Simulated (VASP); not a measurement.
A run of VASP 6.6.1:

The input INCAR:

```
ALGO = Normal
EDIFF = 1E-6
ENCUT = 500
GGA = PS
GGA_COMPAT = False
ISIF = 2
ISMEAR = 0
LASPH = True
LCHARG = False
LREAL = False
LWAVE = False
NBANDS = 17
NELM = 120
PREC = Accurate
SIGMA = 0.01
```

KPOINTS

```
k-points
0
Gamma
  8 8 8
```

File POSCAR:

```
Na2S
1.0
    0.0000000000      3.2508104152      3.2508104152
    3.2508104152      0.0000000000      3.2508104152
    3.2508104152      3.2508104152      0.0000000000
Na S
2 1
Direct
    0.2500000000      0.2500000000      0.2500000000
    0.7500000000      0.7500000000      0.7500000000
    0.0000000000      0.0000000000      0.0000000000
```

Potentials or basis: VASP PAW PBE potentials, release 64 (Na_pv, S).

The run is started by

```sh
$ cat potpaw_PBE.64/Na_pv/POTCAR potpaw_PBE.64/S/POTCAR > POTCAR
$ mpirun -np 1 vasp_std > vasp.out
```

Hardware: 1 thread of Intel Xeon 8259CL, with other jobs on the host.

Q: Estimate the wall time of this run.

A: It took 94 s on 1 thread of Intel Xeon 8259CL, on a shared host, peak memory 0.2 GiB. Counts: scf iterations 19, k points 29.
